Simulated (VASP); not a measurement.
# P (P6/mmm) in VASP: notebook, part 2 of 2

VASP 6.6.1. Earlier steps stand in the parts before.

### 4 Relaxation of cell and atoms, PBE, target pressure 270 GPa, at which the enthalpy is minimised

This run uses another cell than the first one: it holds 1 atom, not 3.

Contents of INCAR:

```
PREC = Accurate
ENCUT = 600
EDIFF = 1E-7
ISMEAR = -1
SIGMA = 0.1
LREAL = F
LASPH = T
NELM = 80
ALGO = Normal
ISIF = 3
LWAVE = F
LCHARG = F
GGA = PE
IBRION = 2
NSW = 32
EDIFFG = -0.005
PSTRESS = 2700.0
```

Contents of KPOINTS:

```
regular mesh
0
Gamma
  21 21 19
```

Contents of POSCAR:

```
P
1.0
    2.0657256472      0.0000000000      0.0000000000
   -1.0328628236      1.7889708877      0.0000000000
    0.0000000000      0.0000000000      1.9869625471
P
1
Direct
    0.0000000000      0.0000000000      0.0000000000
```

Potentials or basis: VASP PAW PBE potentials, release 64 (P).

Command:

```sh
cat potpaw_PBE.64/P/POTCAR > POTCAR
mpirun -np 1 vasp_std > vasp.out
```

OUTCAR:

```text
PREC = Accurate
   ENCUT = 600
   EDIFF = 1E-7
   ISMEAR = -1
   LREAL = F
   LASPH = T
   NELM = 80
   ISIF = 3
   GGA = PE
   IBRION = 2
   NSW = 32
   EDIFFG = -0.005
   PSTRESS = 2700.0

 ion  position               nearest neighbor table
   1  0.000  0.000  0.000-

  LATTYP: Found a hexagonal cell.
 ALAT       =     2.0657256472
 C/A-ratio  =     0.9618714614

  Lattice vectors:

 A1 = (   2.0657256472,   0.0000000000,   0.0000000000)
 A2 = (  -1.0328628236,   1.7889708877,   0.0000000000)
 A3 = (   0.0000000000,   0.0000000000,   1.9869625471)

Analysis of symmetry for initial positions (statically):
=====================================================================
 Subroutine PRICEL returns:
[... 361 lines left out ...]
  free energy    TOTEN  =        -1.64844336 eV

  energy without entropy =       -1.63907284  energy(sigma->0) =       -1.64375810

 E-fermi :  22.3267     XC(G=0): -14.6105

 val. band max:       22.2941428590   @ k =   0.2857   0.2857   0.4737
 cond. band min:      22.3831288164   @ k =   0.2857   0.0952   0.2105
 fundamental gap:      0.0889859574
 Fermi energy:        22.3267082998

 k-point     1 :       0.0000    0.0000    0.0000
  band No.  band energies     occupation
      1      -3.0946      2.00000
      2      27.7702      0.00000
      3      30.8864      0.00000
      4      36.3021      0.00000
      5      36.3021      0.00000
      6      37.5403      0.00000
[... 199 lines left out ...]
 k-point    24 :       0.1905    0.0952    0.0000
  band No.  band energies     occupation
      1      -0.2878      2.00000
      2      21.3367      1.99990
      3      24.8546      0.00000
      4      33.0759      0.00000
      5      33.1774      0.00000
      6      40.5129      0.00000

 [... further k-points ...]

------------------------ aborting loop because EDIFF is reached ----------------------------------------

  FORCE on cell =-STRESS in cart. coord.  units (eV):
  Direction    XX          YY          ZZ          XY          YZ          ZX
  --------------------------------------------------------------------------------------
  -------------------------------------------------------------------------------------
  Total       12.3251394     12.3251394     12.3252222      0.0000000      0.0000000      0.0000000
  in kB     2700.4631523   2700.4631522   2700.4812912      0.0000000      0.0000000      0.0000000
  external PRESSURE =       0.4691985 kB  Pullay stress =    2700.0000000 kB
[... 20 lines left out ...]
  energy  without entropy=       -1.6390728410  energy(sigma->0) =       -1.64375810

  enthalpy is  TOTEN    =        10.6745821792 eV   P V=       12.3230255426

 reached required accuracy - stopping structural energy minimisation
```

Wall time 78 s (1 thread of Intel Xeon 8259CL, shared host); peak memory 0.13 GiB.

Results:

```
Free energy                                                : -1.6484 eV
Relaxed volume                                             : 7.31 Å³/atom
Relaxed cell                                               : a = 2.062 Å, b = 2.062 Å, c = 1.985 Å, α = 90.00°, β = 90.00°, γ = 120.00°
Space group after relaxing (to 0.1 Å)                      : P6/mmm (No. 191)
Energy change on relaxing (the run minimises the enthalpy) : +50.8 meV/atom
Ionic steps                                                : 6
Pressure after relaxing                                    : 270.0 GPa
Band gap on the k mesh                                     : zero (an odd number of electrons rules out a gap without spin polarisation)
```

The path:
| step | energy change (eV) | largest force (eV/Å) | pressure (GPa) | volume (Å³) |
| --- | --- | --- | --- | --- |
| 1 | 0.0000 | 0.0000 | 265.81 | 7.34 |
| 2 | 0.3535 | 0.0000 | 295.51 | 7.14 |
| 3 | 0.0500 | 0.0000 | 270.00 | 7.31 |
| 4 | 0.0510 | 0.0000 | 270.07 | 7.31 |
| 5 | 0.0503 | 0.0000 | 269.95 | 7.31 |
| 6 | 0.0508 | 0.0000 | 270.05 | 7.31 |

Final structure:
```
P
1.0
     2.06242    0.00000    0.00000
    -1.03121    1.78611    0.00000
     0.00000    0.00000    1.98509
P
1
Direct
  0.00000 0.00000 0.00000
```

Caveat: the cell is relaxed towards a set pressure, so the run minimises the enthalpy, not the energy.

### 5 Relaxation of cell and atoms, PBE, target pressure 270 GPa, at which the enthalpy is minimised

This run uses another cell than the first one, of 7.05 Å³/atom.

Contents of INCAR:

```
SYSTEM = P
ALGO = Normal
EDIFF = 1E-6
EDIFFG = -0.005
ENCUT = 600
GGA = PE
IBRION = 2
ISIF = 3
ISMEAR = -1
LASPH = .True.
LCHARG = .False.
LREAL = .False.
LWAVE = .False.
NELM = 80
NSW = 60
PREC = Accurate
PSTRESS = 2700.0
SIGMA = 0.1
```

Contents of KPOINTS:

```
k-points
0
Gamma
  11 11 15
  0 0 0
```

Contents of POSCAR:

```
P
1.0
    3.4027432014      0.0000000000      0.0000000000
   -1.7013716007      2.9468620549      0.0000000000
    0.0000000000      0.0000000000      2.1097007848
P
3
Direct
    0.0000000000      0.0000000000      0.0000000000
    0.3333333333      0.6666666667      0.5000000000
    0.6666666667      0.3333333333      0.5000000000
```

Potentials or basis: VASP PAW PBE potentials, release 64 (P).

Command:

```sh
cat potpaw_PBE.64/P/POTCAR > POTCAR
mpirun -np 1 vasp_std > vasp.out
```

OUTCAR:

```text
SYSTEM = P
   EDIFF = 1E-6
   EDIFFG = -0.005
   ENCUT = 600
   GGA = PE
   IBRION = 2
   ISIF = 3
   ISMEAR = -1
   LASPH = .True.
   LREAL = .False.
   NELM = 80
   NSW = 60
   PREC = Accurate
   PSTRESS = 2700.0

 ion  position               nearest neighbor table
   1  0.000  0.000  0.000-   2 2.23   3 2.23   2 2.23   3 2.23   2 2.23   2 2.23   3 2.23   3 2.23
                             3 2.23   3 2.23   2 2.23   2 2.23
   2  0.333  0.667  0.500-   3 1.96   3 1.96   3 1.96   1 2.23   1 2.23   1 2.23   1 2.23   1 2.23
                             1 2.23   3 2.88   3 2.88   3 2.88   3 2.88   3 2.88   3 2.88
   3  0.667  0.333  0.500-   2 1.96   2 1.96   2 1.96   1 2.23   1 2.23   1 2.23   1 2.23   1 2.23
                             1 2.23   2 2.88   2 2.88   2 2.88   2 2.88   2 2.88   2 2.88

  LATTYP: Found a hexagonal cell.
 ALAT       =     3.4027432014
 C/A-ratio  =     0.6200000000

  Lattice vectors:

 A1 = (   3.4027432014,   0.0000000000,   0.0000000000)
 A2 = (  -1.7013716007,   2.9468620549,   0.0000000000)
 A3 = (   0.0000000000,   0.0000000000,   2.1097007848)

Analysis of symmetry for initial positions (statically):
=====================================================================
 Subroutine PRICEL returns:
 Original cell was already a primitive cell.

 Routine SETGRP: Setting up the symmetry group for a
 hexagonal supercell.

[... 479 lines left out ...]
--------------------------------------- Ionic step        9  -------------------------------------------

 number of electron      15.0000000 magnetization

 Free energy of the ion-electron system (eV)
  ---------------------------------------------------
  ext. energy  EPLUGINS =         0.00000000
  ---------------------------------------------------
  free energy    TOTEN  =        -4.25625473 eV

  energy without entropy =       -4.23351247  energy(sigma->0) =       -4.24488360

 E-fermi :  22.9759     XC(G=0): -14.7808

 val. band max:       22.9747240472   @ k =   0.2727   0.0000   0.3333
 cond. band min:      23.0545038184   @ k =   0.1818   0.0000   0.4000
 fundamental gap:      0.0797797712
 Fermi energy:        22.9758597995

 k-point     1 :       0.0000    0.0000    0.0000
  band No.  band energies     occupation
      1      -2.8403      2.00000
      2      11.7694      2.00000
      3      11.7694      2.00000
      4      11.8893      2.00000
      5      11.8893      2.00000
      6      14.0606      2.00000
      7      14.3478      2.00000
      8      27.6598      0.00000
      9      28.9957      0.00000
     10      37.8484      0.00000
     11      38.3826      0.00000
[... 309 lines left out ...]
 k-point    24 :       0.1818    0.0909    0.0667
  band No.  band energies     occupation
      1      -1.7750      2.00000
      2       6.6547      2.00000
      3       7.9843      2.00000
      4      12.2872      2.00000
      5      14.8589      2.00000
      6      19.0989      2.00000
      7      20.3137      2.00000
      8      25.3325      0.00000
      9      30.2590      0.00000
     10      32.3465      0.00000
     11      33.2550      0.00000

 [... further k-points ...]

------------------------ aborting loop because EDIFF is reached ----------------------------------------

  FORCE on cell =-STRESS in cart. coord.  units (eV):
  Direction    XX          YY          ZZ          XY          YZ          ZX
  --------------------------------------------------------------------------------------
  -------------------------------------------------------------------------------------
  Total       36.1892758     36.1892758     36.1941120     -0.0000000     -0.0000000      0.0000000
  in kB     2700.2806351   2700.2806348   2700.6414920     -0.0000000     -0.0000000      0.0000000
  external PRESSURE =       0.4009207 kB  Pullay stress =    2700.0000000 kB
[... 22 lines left out ...]
  energy  without entropy=       -4.2335124724  energy(sigma->0) =       -4.24488360

  enthalpy is  TOTEN    =        31.9292599618 eV   P V=       36.1855146915

 reached required accuracy - stopping structural energy minimisation
```

OSZICAR:

```text
N       E                     dE             d eps       ncg     rms          rms(c)
DAV:   1     0.608309787213E+02    0.60831E+02   -0.82440E+03  2832   0.138E+03
[... 71 lines left out ...]
DAV:   5    -0.433420415372E+01    0.79800E-06   -0.30511E-07  1531   0.474E-03
   8 F= 0.31929806E+02 E0= 0.31941521E+02  d E =0.426300E-03
       N       E                     dE             d eps       ncg     rms          rms(c)
DAV:   1    -0.425643659949E+01    0.77768E-01   -0.10689E-02  3431   0.834E-01    0.153E-01
DAV:   2    -0.425631135616E+01    0.12524E-03   -0.34261E-04  3204   0.181E-01    0.849E-02
DAV:   3    -0.425625426032E+01    0.57096E-04   -0.11603E-04  3373   0.888E-02    0.685E-03
DAV:   4    -0.425625472963E+01   -0.46931E-06   -0.58588E-06  3048   0.237E-02
   9 F= 0.31929260E+02 E0= 0.31940631E+02  d E =-.119736E-03
```

Wall time 3.6 min (1 thread of Intel Xeon 8259CL, shared host); peak memory 0.16 GiB.

Results:

```
Free energy                                                : -4.2563 eV
Relaxed volume                                             : 7.16 Å³/atom
Relaxed cell                                               : a = 3.452 Å, b = 3.452 Å, c = 2.080 Å, α = 90.00°, β = 90.00°, γ = 120.00°
Space group after relaxing (to 0.1 Å)                      : P6/mmm (No. 191)
Energy change on relaxing (the run minimises the enthalpy) : -197.1 meV/atom
Ionic steps                                                : 9
Pressure after relaxing                                    : 270.0 GPa
```

The path:
| step | energy change (eV) | largest force (eV/Å) | pressure (GPa) | volume (Å³) |
| --- | --- | --- | --- | --- |
| 1 | 0.0000 | 0.0000 | 284.99 | 21.15 |
| 2 | -3.0445 | 0.0000 | 204.68 | 23.19 |
| 3 | -0.8989 | 0.0000 | 261.53 | 21.66 |
| 4 | -0.8201 | 0.0000 | 263.57 | 21.61 |
| 5 | 0.0774 | 0.0000 | 288.33 | 21.10 |
| 6 | -0.5599 | 0.0000 | 270.86 | 21.45 |
| 7 | -0.5545 | 0.0000 | 271.00 | 21.45 |
| 8 | -0.6692 | 0.0000 | 268.01 | 21.52 |
| 9 | -0.5913 | 0.0000 | 270.04 | 21.47 |

Final structure:
```
P
1.0
     3.45217    0.00000    0.00000
    -1.72609    2.98967    0.00000
     0.00000    0.00000    2.08049
P
3
Cartesian
  0.0000 0.0000 0.0000
  0.0000 1.9931 1.0402
  1.7261 0.9966 1.0402
```

Levels at points of the mesh, in eV from the Fermi level:
```
           k point  band 6  band 7  band 8  band 9  band 10  band 11
(0.00, 0.00, 0.00)   -8.92   -8.63    4.68    6.02    14.87    15.41
```

Caveat: the cell is relaxed towards a set pressure, so the run minimises the enthalpy, not the energy; the highest band is partly filled, so the run has too few bands.

### 6 The runs side by side

| task | cell | k mesh | cutoff (eV) | gap on the mesh (eV) | pressure (GPa) |
| --- | --- | --- | --- | --- | --- |
| single point | a = 3.459, b = 3.459, c = 2.082 Å, angles 90.0, 90.0, 120.0°, 3 atoms, atomic positions A | 11 × 11 × 15 | 520 | none | 265.5 |
| relaxation of cell and atoms | relaxed to 270 GPa from a = 2.060, b = 2.060, c = 1.936 Å, angles 90.0, 90.0, 120.0°, 1 atom, atomic positions B | 21 × 21 × 19 | 600 | none | 270.0 |
| relaxation of cell and atoms | relaxed to 270 GPa from a = 2.066, b = 2.066, c = 1.987 Å, angles 90.0, 90.0, 120.0°, 1 atom, atomic positions B | 21 × 21 × 19 | 600 | none | 270.0 |
| relaxation of cell and atoms | relaxed to 270 GPa from a = 3.403, b = 3.403, c = 2.110 Å, angles 90.0, 90.0, 120.0°, 3 atoms, atomic positions A | 11 × 11 × 15 | 600 | - | 270.0 |

Alike in all rows: level PBE; potentials or basis VASP PAW PBE potentials, release 64 (P); no spin polarisation; smearing fermi-dirac 0.1 eV.

Caveats: the cell is relaxed towards a set pressure, so the run minimises the enthalpy, not the energy (at least some runs); the cell stands under pressure (at least some runs); the highest band is partly filled, so the run has too few bands (at least some runs).

Total energies depend on the potentials used, so only differences within one code and one set of settings carry meaning.

The gap in the log of VASP goes by the Fermi energy; the results here count the filled bands.